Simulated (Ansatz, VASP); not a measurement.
## MgZr2N in VASP and in Ansatz

```
CELL_PARAMETERS angstrom
2.22359 1.28379 3.59042
-2.22359 1.28379 3.59042
0.00000 -2.56758 3.59042
ATOMIC_POSITIONS crystal
Mg 0.50000 0.50000 0.50000
Zr 0.82450 0.82450 0.82450
Zr 0.17550 0.17550 0.17550
N 0.00000 0.00000 0.00000
```

Alike in both runs: task single point; functional PBE; k mesh 6 × 6 × 6; occupations gaussian, width 0.1 eV; no spin polarisation.

|  | VASP | Ansatz |
| --- | --- | --- |
| version | VASP 6.6.1 | Ansatz 0.2.0 |
| potentials or method | VASP PAW PBE potentials, release 64 (Mg, Zr_sv, N), cutoff 520 eV | scalar-relativistic, plane waves, PAW |
| valence electrons in the cell | 31 | 39 |

```tsv
	VASP	Ansatz	Ansatz less VASP
gap on the k mesh at the Fermi level (eV)	none	none	-
rms of the force components (eV/Å)	1.611	1.584	-0.0268
```

Atom by atom the forces differ by 0.027 eV/Å (rms over components). A gap of «none» marks a metal or a gap that the smearing closes. With one functional, cell and mesh, what is left measures potentials, basis and numerics. VASP's potentials hold 31 valence electrons a cell and Ansatz's 39, so a difference there can come from the potentials and not from the codes.
